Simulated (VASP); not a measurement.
# SnC4 (P-3m1) in VASP: a series of runs, part 3 of 3

VASP 6.6.1. Earlier steps stand in the parts before.

## Step 5: Relaxation of cell and atoms, PBE

This run uses another cell than the first one: it holds 10 atoms, not 15.

Contents of INCAR:

```
SYSTEM = SnC4
PREC = Accurate
ENCUT = 600
EDIFF = 1E-6
ISMEAR = 0
SIGMA = 0.2
LREAL = .FALSE.
LASPH = .TRUE.
NELM = 100
ALGO = Normal
ISIF = 3
LWAVE = .FALSE.
LCHARG = .FALSE.
GGA = PE
IBRION = 2
NSW = 36
EDIFFG = -0.08
```

Contents of KPOINTS:

```
regular mesh
0
G
  4 4 2
  0 0 0
```

Contents of POSCAR:

```
SnC4
1.0
    4.9300000000      0.0000000000      0.0000000000
   -2.4650000000      4.2695052400      0.0000000000
    0.0000000000      0.0000000000      7.5000000000
Sn C
2 8
Direct
    0.3333333300      0.6666666700      0.5600000000
    0.6666666700      0.3333333300      0.4400000000
    0.3333333300      0.6666666700      0.0000000000
    0.1666670000      0.3333340000      0.0000000000
    0.6666660000      0.8333330000      0.0000000000
    0.1666670000      0.8333330000      0.0000000000
    0.6666666700      0.3333333300      0.0000000000
    0.8333330000      0.1666670000      0.0000000000
    0.8333330000      0.6666660000      0.0000000000
    0.3333340000      0.1666670000      0.0000000000
```

Potentials or basis: VASP PAW PBE potentials, release 64 (Sn_d, C).

The run is started by

```
$ cat potpaw_PBE.64/Sn_d/POTCAR potpaw_PBE.64/C/POTCAR > POTCAR
$ mpirun -np 1 vasp_std > vasp.out
```

OUTCAR:

```text
SYSTEM = SnC4
   PREC = Accurate
   ENCUT = 600
   EDIFF = 1E-6
   ISMEAR = 0
   LREAL = .FALSE.
   LASPH = .TRUE.
   NELM = 100
   ISIF = 3
   GGA = PE
   IBRION = 2
   NSW = 36
   EDIFFG = -0.08

 ion  position               nearest neighbor table
   1  0.333  0.667  0.560-   2 2.99   2 2.99   2 2.99
   2  0.667  0.333  0.440-   1 2.99   1 2.99   1 2.99
   3  0.333  0.667  0.000-   6 1.42   4 1.42   5 1.42
   4  0.167  0.333  0.000-   3 1.42   8 1.42  10 1.42
   5  0.667  0.833  0.000-   3 1.42   8 1.42   9 1.42
   6  0.167  0.833  0.000-   3 1.42  10 1.42   9 1.42
   7  0.667  0.333  0.000-   8 1.42   9 1.42  10 1.42
   8  0.833  0.167  0.000-   7 1.42   5 1.42   4 1.42
   9  0.833  0.667  0.000-   7 1.42   6 1.42   5 1.42
  10  0.333  0.167  0.000-   7 1.42   6 1.42   4 1.42

  LATTYP: Found a hexagonal cell.
 ALAT       =     4.9300000000
 C/A-ratio  =     1.5212981744

  Lattice vectors:

 A1 = (   4.9300000000,   0.0000000000,   0.0000000000)
 A2 = (  -2.4650000000,   4.2695052400,   0.0000000000)
 A3 = (   0.0000000000,   0.0000000000,   7.5000000000)

Analysis of symmetry for initial positions (statically):
=====================================================================
 Subroutine PRICEL returns:
 Original cell was already a primitive cell.

 Routine SETGRP: Setting up the symmetry group for a
 hexagonal supercell.

 Subroutine GETGRP returns: Found 12 space group operations
 (whereof 12 operations were pure point group operations)
 out of a pool of 24 trial point group operations.

The static configuration has the point symmetry D_3d.

Analysis of symmetry for dynamics (positions and initial velocities):
=====================================================================
 Subroutine PRICEL returns:
 Original cell was already a primitive cell.

 Routine SETGRP: Setting up the symmetry group for a
 hexagonal supercell.

 Subroutine GETGRP returns: Found 12 space group operations
 (whereof 12 operations were pure point group operations)
 out of a pool of 24 trial point group operations.

The dynamic configuration has the point symmetry D_3d.

 Subroutine INISYM returns: Found 12 space group operations
 (whereof 12 operations are pure point group operations),
 and found     1 'primitive' translations

----------------------------------------------------------------------------------------

                                     Primitive cell

  volume of cell :     157.8650

  direct lattice vectors                    reciprocal lattice vectors
     4.930000000  0.000000000  0.000000000     0.202839757  0.117109588  0.000000000
    -2.465000000  4.269505240  0.000000000     0.000000000  0.234219176  0.000000000
     0.000000000  0.000000000  7.500000000     0.000000000  0.000000000  0.133333333

  length of vectors
     4.930000000  4.929999999  7.500000000     0.234219176  0.234219176  0.133333333

  position of ions in fractional coordinates (direct lattice)
     0.333333330  0.666666670  0.560000000
     0.666666670  0.333333330  0.440000000
     0.333333330  0.666666670  0.000000000
     0.166667000  0.333334000  0.000000000
     0.666666000  0.833333000  0.000000000
     0.166667000  0.833333000  0.000000000
     0.666666670  0.333333330  0.000000000
     0.833333000  0.166667000  0.000000000
[... 45 lines left out ...]
  0.250000  0.000000  0.000000      6.000000
  0.500000  0.000000  0.000000      3.000000
  0.250000  0.250000  0.000000      6.000000
  0.000000  0.000000  0.500000      1.000000
  0.250000  0.000000  0.500000      6.000000
  0.500000  0.000000  0.500000      3.000000
  0.250000  0.250000  0.500000      6.000000
   k-points           NKPTS =      8   k-points in BZ     NKDIM =      8   number of bands    NBANDS=     36
   number of dos      NEDOS =    301   number of ions     NIONS =     10
   total plane-waves  NPLWV =  96000
   dimension x,y,z NGX =    40 NGY =   40 NGZ =   60
   dimension x,y,z NGXF=    80 NGYF=   80 NGZF=  120
   ions per type =               2   8
   NGX,Y,Z   is equivalent  to a cutoff of  13.49, 13.49, 13.30 a.u.
   NGXF,Y,Z  is equivalent  to a cutoff of  26.98, 26.98, 26.60 a.u.
 SYSTEM =  SnC4
   PREC   = accura    normal or accurate (medium, high low for compatibility)
   ISTART =      0    job   : 0-new  1-cont  2-samecut
   ICHARG =      2    charge: 1-file 2-atom 10-const
   ISPIN  =      1    spin polarized calculation?
   LNONCOLLINEAR =      F non collinear calculations
   LSORBIT =      F    spin-orbit coupling
   LASPH  =      T    aspherical Exc in radial PAW
   ENCUT  =  600.0 eV  44.10 Ry    6.64 a.u.   9.85  9.85 14.98*2*pi/ulx,y,z
   NELM   =    100;   NELMIN=  2; NELMDL= -5     # of ELM steps
   EDIFF  = 0.1E-05   stopping-criterion for ELM
   LREAL  =      F    real-space projection
   EDIFFG = -.8E-01   stopping-criterion for IOM
   NSW    =     36    number of steps for IOM
   IBRION =      2    ionic relax: 0-MD 1-quasi-New 2-CG
   NFREE  =      1    steps in history (QN), initial steepest desc. (CG)
   ISIF   =      3    stress and relaxation
   ISYM   =      2    0-nonsym 1-usesym 2-fastsym
   POTIM  = 0.5000    time-step for ionic-motion
   TEBEG  =    0.0;   TEEND  =   0.0 temperature during run
   PSTRESS=    0.0 pullay stress
   NELECT =      60.0000    total number of electrons
   NUPDOWN=      -1.0000    fix difference up-down
   EMIN   =  10.00;   EMAX   =-10.00  energy-range for DOS
   EFERMI =   0.00;   METHOD = LEGACY
   ISMEAR =     0;   SIGMA  =   0.20  broadening in eV -4-tet -1-fermi 0-gaus
   EFERMI_NEDOS =   21; number of points for ismear=-14 and -15
   IALGO  =     38    algorithm
   IMIX   =      4    mixing-type and parameters
     AMIX     =   0.40;   BMIX     =  1.00
     AMIX_MAG =   1.60;   BMIX_MAG =  1.00
  volume/ion in A,a.u.               =      15.79       106.53
  Fermi-wavevector in a.u.,A,eV,Ry     =   1.185851  2.240933 19.133081  1.406242
  Thomas-Fermi vector in A             =   2.322036
   LORBIT       =      0    0 simple, 1 ext, 2 COOP (PROOUT), +10 PAW based schemes
   GGA     = PE    functional components
   LHFCALC =     F    Hartree Fock is set to
   AEXX    =    0.0000 exact exchange contribution
   IVDW    =     0    specifies the selected vdW correction
   LEPSILON=     F    determine dielectric tensor
   LRPA    =     F    only Hartree local field effects (RPA)
 conjugate gradient relaxation of ions
 non-spin polarized calculation
 Gauss-broadening in eV      SIGMA  =   0.20
  energy-cutoff  :      600.00
  volume of cell :      157.86
 maximum number of plane-waves:      5292
 NGX is ok and might be reduce to    40

--------------------------------------- Ionic step        1  -------------------------------------------

 number of electron      60.0000000 magnetization

 Free energy of the ion-electron system (eV)
  ---------------------------------------------------
  ext. energy  EPLUGINS =         0.00000000
  ---------------------------------------------------
  free energy    TOTEN  =       -80.27307667 eV

  energy without entropy =      -80.25144730  energy(sigma->0) =      -80.26226199

------------------------ aborting loop because EDIFF is reached ----------------------------------------

  FORCE on cell =-STRESS in cart. coord.  units (eV):
  Direction    XX          YY          ZZ          XY          YZ          ZX
  --------------------------------------------------------------------------------------
  -------------------------------------------------------------------------------------
  Total       -1.2823443     -1.2823443      1.7655448     -0.0000000      0.0000000      0.0000000
  in kB      -13.0145604    -13.0145604     17.9185803     -0.0000000      0.0000000      0.0000000
  external PRESSURE =      -2.7035135 kB  Pullay stress =       0.0000000 kB
[... 113 lines left out ...]
  FREE ENERGIE OF THE ION-ELECTRON SYSTEM (eV)
  ---------------------------------------------------
  free  energy   TOTEN  =       -80.3045592981 eV

  energy  without entropy=      -80.2862650837  energy(sigma->0) =      -80.29541219

[... ionic steps 4 to 19 ...]

--------------------------------------- Ionic step       20  -------------------------------------------

 number of electron      59.9999989 magnetization

------------------------ aborting loop because EDIFF is reached ----------------------------------------
[... 83 lines left out ...]
--------------------------------------- Ionic step       22  -------------------------------------------

 number of electron      59.9999989 magnetization

 Free energy of the ion-electron system (eV)
  ---------------------------------------------------
  ext. energy  EPLUGINS =         0.00000000
  ---------------------------------------------------
  free energy    TOTEN  =       -80.47406381 eV

  energy without entropy =      -80.44671231  energy(sigma->0) =      -80.46038806

 E-fermi :   2.5359     XC(G=0):  -8.1311

 val. band max:        2.4733211852   @ k =   0.0000   0.0000   0.0000
 cond. band min:       3.5251049576   @ k =   0.5000   0.0000   0.5000
 fundamental gap:      1.0517837724
 Fermi energy:         2.5359302457

 k-point     1 :       0.0000    0.0000    0.0000
  band No.  band energies     occupation
      1     -18.4801      2.00000
      2     -18.4801      2.00000
      3     -18.4732      2.00000
      4     -18.4466      2.00000
      5     -18.4466      2.00000
      6     -18.3734      2.00000
[... 338 lines left out ...]
  FREE ENERGIE OF THE ION-ELECTRON SYSTEM (eV)
  ---------------------------------------------------
  free  energy   TOTEN  =       -80.4740638053 eV

  energy  without entropy=      -80.4467123080  energy(sigma->0) =      -80.46038806

 reached required accuracy - stopping structural energy minimisation
```

Wall time 8.6 min (1 thread of Intel Xeon 6975P-C (Granite Rapids), shared host); peak memory 0.33 GiB.

Results:

* Free energy: -80.4741 eV
* Relaxed volume: 18.34 Å³/atom
* Relaxed cell: a = 4.920 Å, b = 4.920 Å, c = 8.751 Å, α = 90.00°, β = 90.00°, γ = 120.00°
* Space group after relaxing (to 0.1 Å): P-3m1 (No. 164)
* Energy gained by relaxing: 20.1 meV/atom
* Ionic steps: 22
* Pressure after relaxing: 0.1 GPa
* Largest force after relaxing: 0.064 eV/Å
* Band gap on the k mesh: zero (bands 30 and 31 overlap by 0.07 eV)

Forces in eV/Å, atoms in the order of the input:
```
Sn   0.000  0.000 -0.037
Sn   0.000  0.000  0.037
C    0.000  0.000 -0.063
C    0.000  0.008 -0.064
C   -0.007 -0.004 -0.064
C    0.007 -0.004 -0.064
C    0.000  0.000  0.063
C   -0.007  0.004  0.064
C    0.000 -0.008  0.064
C    0.007  0.004  0.064
```

The path:
| step | energy change (eV) | largest force (eV/Å) | pressure (GPa) | volume (Å³) |
| --- | --- | --- | --- | --- |
| 1 | 0.0000 | 0.5875 | -0.27 | 157.86 |
| 2 | -0.0306 | 0.4784 | 2.21 | 157.25 |
| 3 | -0.0315 | 0.4522 | 1.84 | 157.33 |
| 4 | -0.0569 | 0.3822 | 1.87 | 158.13 |
| 5 | -0.1071 | 0.1957 | 1.98 | 160.51 |
| 6 | -0.0950 | 1.0736 | 2.31 | 165.27 |
| 7 | -0.1203 | 0.5579 | 2.12 | 162.53 |
| 8 | -0.1440 | 0.3239 | 1.21 | 164.37 |
| 9 | -0.1551 | 0.1124 | 0.07 | 166.81 |
| 10 | -0.1574 | 0.1161 | 0.14 | 167.01 |
| 11 | -0.1629 | 0.1273 | 0.33 | 167.62 |
| 12 | -0.1664 | 0.2373 | 0.72 | 168.85 |
| 13 | -0.1682 | 0.2149 | 0.69 | 169.15 |
| 14 | -0.1723 | 0.1776 | 0.53 | 170.07 |
| 15 | -0.1754 | 0.2690 | 0.25 | 171.92 |
| 16 | -0.1794 | 0.1913 | 0.12 | 172.66 |
| 17 | -0.1840 | 0.2278 | -0.24 | 174.76 |
| 18 | -0.1872 | 0.2403 | -0.02 | 175.25 |
| 19 | -0.1904 | 0.2790 | 0.63 | 176.69 |
| 20 | -0.1929 | 0.2456 | 0.58 | 177.37 |
| 21 | -0.1985 | 0.1442 | 0.41 | 179.39 |
| 22 | -0.2010 | 0.0641 | 0.07 | 183.44 |

Final structure:
```xyz
10
Lattice="4.9198 0.0000 0.0000 -2.4599 4.2607 0.0000 0.0000 0.0000 8.7515" Properties=species:S:1:pos:R:3 pbc="T T T"
Sn    0.0000    2.8404    4.7307
Sn    2.4599    1.4202    4.0208
C     0.0000    2.8404    0.0095
C     0.0000    1.4198    0.0045
C     1.2303    3.5507    0.0045
C    -1.2303    3.5507    0.0045
C     2.4599    1.4202    8.7419
C     3.6902    0.7099    8.7470
C     2.4599    2.8408    8.7470
C     1.2296    0.7099    8.7470
```

Levels at points of the mesh, in eV from the Fermi level:
```csv
k point,band 26,band 27,band 28,band 29,band 30,band 31,band 32,band 33,band 34,band 35
"(0.00, 0.00, 0.00)",-2.17,-2.15,-2.15,-0.19,-0.19,-0.06,1.87,1.87,1.90,2.55
"(0.50, 0.00, 0.00)",-4.84,-2.55,-2.54,-1.21,-0.35,1.15,1.47,3.05,3.06,4.97
"(0.00, 0.00, 0.50)",-2.15,-2.15,-2.12,-0.21,-0.21,-0.20,1.87,1.92,1.92,3.25
"(0.50, 0.00, 0.50)",-4.84,-2.55,-2.55,-1.19,-0.46,0.99,1.45,3.05,3.06,5.26
```

Caveat: the k points lie up to 0.37 Å⁻¹ apart in the final cell; the volume moved by over 15 % at a fixed basis, so the end points are rough; semilocal functionals underestimate gaps, so a narrow gap can read as zero; spin-orbit coupling is left out, which moves the levels of the heavy elements; the relaxation stopped at a loose force limit of 0.08 eV/Å, so its end isn't a converged minimum.

## Step 6: Relaxation of cell and atoms, PBE

This run uses another cell than the first one: it holds 10 atoms, not 15.

Contents of INCAR:

```
  PREC = Accurate
  ENCUT = 600
  EDIFF = 1E-7
  ISMEAR = 0
  SIGMA = 0.1
  LREAL = F
  LASPH = T
  NELM = 100
  ALGO = Normal
  ISIF = 3
  LWAVE = F
  LCHARG = F
  GGA = PE
  IBRION = 2
  NSW = 100
  EDIFFG = -0.01
```

Contents of KPOINTS:

```
regular mesh
0
Gamma
  6 6 4
```

Contents of POSCAR:

```
SnC4
1.0
    4.9200539067      0.0000000000      0.0000000000
   -2.4600269534      4.2608916712      0.0000000000
    0.0000000000      0.0000000000      8.4721685748
Sn C
2 8
Direct
    0.3333333333      0.6666666667      0.5395033286
    0.6666666667      0.3333333333      0.4604966714
    0.3333333333      0.6666666667      0.0001076055
    0.1666211780      0.3332423560      0.0000502256
    0.6667576440      0.8333788220      0.0000502256
    0.1666211780      0.8333788220      0.0000502256
    0.6666666667      0.3333333333      0.9998923945
    0.8333788220      0.1666211780      0.9999497744
    0.8333788220      0.6667576440      0.9999497744
    0.3332423560      0.1666211780      0.9999497744
```

Potentials or basis: VASP PAW PBE potentials, release 64 (Sn_d, C).

The run is started by

```
$ cat potpaw_PBE.64/Sn_d/POTCAR potpaw_PBE.64/C/POTCAR > POTCAR
$ mpirun -np 1 vasp_std > vasp.out
```

Wall time 38 min (1 thread of Intel Xeon 6975P-C (Granite Rapids), shared host); peak memory 0.42 GiB.

The run converged. Its results:

| Property | Result |
| --- | --- |
| Free energy | -80.5200 eV |
| Relaxed volume | 18.32 Å³/atom |
| Relaxed cell | a = 4.918 Å, b = 4.918 Å, c = 8.744 Å, α = 90.00°, β = 90.00°, γ = 120.00° |
| Space group after relaxing (to 0.1 Å) | P-3m1 (No. 164) |
| Energy gained by relaxing | 0.6 meV/atom |
| Ionic steps | 37 |
| Pressure after relaxing | 0.0 GPa |
| Largest force after relaxing | 0.007 eV/Å |
| Band gap on the k mesh | zero (bands 30 and 31 overlap by 0.51 eV) |

Forces on the atoms (eV/Å):
```
Sn   0.000  0.000  0.001
Sn   0.000  0.000 -0.001
C    0.000  0.000 -0.004
C    0.000  0.005 -0.005
C   -0.004 -0.003 -0.005
C    0.004 -0.003 -0.005
C    0.000  0.000  0.004
C   -0.004  0.003  0.005
C    0.000 -0.005  0.005
C    0.004  0.003  0.005
```

Step by step:
| step | energy change (eV) | largest force (eV/Å) | pressure (GPa) | volume (Å³) |
| --- | --- | --- | --- | --- |
| 1 | 0.0000 | 0.1213 | 0.00 | 177.61 |
| 2 | -0.0015 | 0.0936 | 0.20 | 177.61 |
| 3 | -0.0021 | 0.0831 | 0.40 | 177.60 |
| 4 | -0.0026 | 0.0615 | 0.36 | 177.73 |
| 5 | -0.0038 | 0.0188 | 0.22 | 178.11 |
| 6 | -0.0030 | 0.1295 | -0.05 | 178.87 |
| 7 | -0.0040 | 0.0430 | 0.13 | 178.35 |
| 8 | -0.0041 | 0.0211 | 0.06 | 178.48 |
| 9 | -0.0041 | 0.0191 | -0.01 | 178.60 |
| 10 | -0.0041 | 0.0197 | 0.01 | 178.57 |
| 11 | -0.0042 | 0.0163 | 0.02 | 178.61 |
| 12 | -0.0043 | 0.0140 | 0.03 | 178.73 |
| 13 | -0.0045 | 0.0175 | 0.06 | 178.96 |
| 14 | -0.0046 | 0.0547 | 0.12 | 179.44 |
| 15 | -0.0046 | 0.0548 | 0.10 | 179.51 |
| 16 | -0.0048 | 0.0550 | 0.07 | 179.71 |
| 17 | -0.0049 | 0.0556 | 0.00 | 180.13 |
| 18 | -0.0050 | 0.0484 | 0.00 | 180.23 |
| 19 | -0.0052 | 0.0357 | -0.01 | 180.56 |
| 20 | -0.0050 | 0.1161 | -0.02 | 181.20 |
| 21 | -0.0052 | 0.0578 | -0.01 | 180.74 |
| 22 | -0.0053 | 0.0540 | -0.01 | 180.83 |
| 23 | -0.0055 | 0.0450 | 0.01 | 181.10 |
| 24 | -0.0058 | 0.0426 | 0.05 | 181.65 |
| 25 | -0.0058 | 0.0482 | 0.07 | 181.87 |
| 26 | -0.0061 | 0.0393 | 0.04 | 182.17 |
| 27 | -0.0062 | 0.0318 | 0.02 | 182.47 |
| 28 | -0.0062 | 0.0283 | -0.03 | 183.06 |
| 29 | -0.0062 | 0.0250 | 0.00 | 182.73 |
| 30 | -0.0063 | 0.0192 | 0.01 | 182.76 |
| 31 | -0.0063 | 0.0106 | 0.03 | 182.81 |
| 32 | -0.0063 | 0.0140 | 0.07 | 182.90 |
| 33 | -0.0064 | 0.0119 | 0.06 | 182.96 |
| 34 | -0.0064 | 0.0142 | 0.01 | 183.12 |
| 35 | -0.0064 | 0.0156 | 0.00 | 183.16 |
| 36 | -0.0064 | 0.0120 | 0.00 | 183.17 |
| 37 | -0.0064 | 0.0069 | 0.01 | 183.19 |

Final structure:
```cif
data_structure
_symmetry_space_group_name_H-M 'P 1'
_symmetry_Int_Tables_number 1
_cell_length_a 4.9184
_cell_length_b 4.9184
_cell_length_c 8.7443
_cell_angle_alpha 90.000
_cell_angle_beta 90.000
_cell_angle_gamma 120.000
_cell_volume 183.19
loop_
_atom_site_label
_atom_site_type_symbol
_atom_site_fract_x
_atom_site_fract_y
_atom_site_fract_z
_atom_site_occupancy
Sn1 Sn 0.33333 0.66667 0.54124 1
Sn2 Sn 0.66667 0.33333 0.45876 1
C1 C 0.33333 0.66667 0.99982 1
C2 C 0.16661 0.33322 0.99997 1
C3 C 0.66678 0.83339 0.99997 1
C4 C 0.16661 0.83339 0.99997 1
C5 C 0.66667 0.33333 0.00018 1
C6 C 0.83339 0.16661 0.00003 1
C7 C 0.83339 0.66678 0.00003 1
C8 C 0.33322 0.16661 0.00003 1
```

Levels at points of the mesh, in eV from the Fermi level:
```
           k point  band 27  band 28  band 29  band 30  band 31  band 32  band 33  band 34
(0.00, 0.00, 0.00)    -2.38    -2.38    -0.56    -0.56    -0.40     1.64     1.64     1.67
(0.50, 0.00, 0.00)    -2.79    -2.77    -1.58    -0.71     0.80     1.12     2.83     2.84
(0.00, 0.00, 0.50)    -2.38    -2.35    -0.57    -0.57    -0.53     1.63     1.69     1.69
(0.50, 0.00, 0.50)    -2.78    -2.78    -1.55    -0.82     0.64     1.10     2.83     2.84
```

Caveat: semilocal functionals underestimate gaps, so a narrow gap can read as zero; spin-orbit coupling is left out, which moves the levels of the heavy elements.

## Step 7: Summary

| task | cell | k mesh | cutoff (eV) | smearing | gap on the mesh (eV) | pressure (GPa) | relaxed volume (Å³/atom) | largest force (eV/Å) |
| --- | --- | --- | --- | --- | --- | --- | --- | --- |
| relaxation of shape and atoms at fixed volume | relaxed from a = 4.238, b = 4.238, c = 15.264 Å, angles 90.0, 90.0, 120.0°, 15 atoms, atomic positions A | 12 × 12 × 2 | 600 | gaussian 0.1 eV | none | 0.2 | 15.83 | - |
| single point | a = 4.920, b = 4.920, c = 8.472 Å, angles 90.0, 90.0, 120.0°, 10 atoms, atomic positions B | 4 × 4 × 2 | 520 | gaussian 0.2 eV | none | 0.3 | - | - |
| single point | a = 4.917, b = 4.917, c = 9.107 Å, angles 90.0, 90.0, 120.0°, 10 atoms, atomic positions B | 6 × 6 × 4 | 520 | gaussian 0.1 eV | none | 0.2 | - | - |
| relaxation of cell and atoms | relaxed from a = 4.930, b = 4.930, c = 7.500 Å, angles 90.0, 90.0, 120.0°, 10 atoms, atomic positions C | 4 × 4 × 2 | 600 | gaussian 0.2 eV | none | 0.1 | 18.34 | 0.06 |
| relaxation of cell and atoms | relaxed from a = 4.920, b = 4.920, c = 8.472 Å, angles 90.0, 90.0, 120.0°, 10 atoms, atomic positions B | 6 × 6 × 4 | 600 | gaussian 0.1 eV | none | 0.0 | 18.32 | 0.01 |

Alike in all rows: level PBE; potentials or basis VASP PAW PBE potentials, release 64 (Sn_d, C); no spin polarisation.

Caveats: some runs use coarse meshes; semilocal functionals underestimate gaps, so a narrow gap can read as zero; spin-orbit coupling is left out, which moves the levels of the heavy elements; this functional lacks dispersion, which binds the layers, so the pressure and a relaxed spacing across them are unreliable (at least some runs); the volume moved by over 15 % at a fixed basis, so the end points are rough (at least some runs); the relaxation stopped at a loose force limit of 0.08 eV/Å, so its end isn't a converged minimum (at least some runs).

Absolute energies hang on the potentials; compare differences alone.
